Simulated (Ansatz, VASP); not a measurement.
**C: VASP beside Ansatz**

```xyz
8
Lattice="3.8178 0.0000 0.0000 0.0000 3.8178 0.0000 0.0000 0.0000 3.8178" Properties=species:S:1:pos:R:3 pbc="T T T"
C     0.0000    0.0000    0.0000
C     1.9089    1.9089    1.9089
C     0.9545    3.8178    1.9089
C     2.8634    0.0000    1.9089
C     1.9089    0.9545    0.0000
C     1.9089    2.8634    3.8178
C     3.8178    1.9089    0.9545
C     3.8178    1.9089    2.8634
```

Alike in both runs: functional PBEsol; k mesh 7 × 7 × 7; occupations fermi-dirac, width 0.1 eV; no spin polarisation.

Ansatz relaxed the structure, and its values are those at the end. VASP's run is a single point on that final structure, the one shown.

|  | VASP | Ansatz |
| --- | --- | --- |
| version | VASP 6.6.1 | Ansatz 0.2.0 |
| potentials or method | VASP PAW PBE potentials, release 64 (C), cutoff 520 eV | plane waves (420 eV) with PAW, scalar-relativistic |
| valence electrons in the cell | 32 | 32 |

```tsv
	VASP	Ansatz	Ansatz less VASP
pressure (GPa)	0.3	0.0	-0.27
```

VASP's potentials were made for PBE, not for PBEsol, and Ansatz warns of the same on its side.
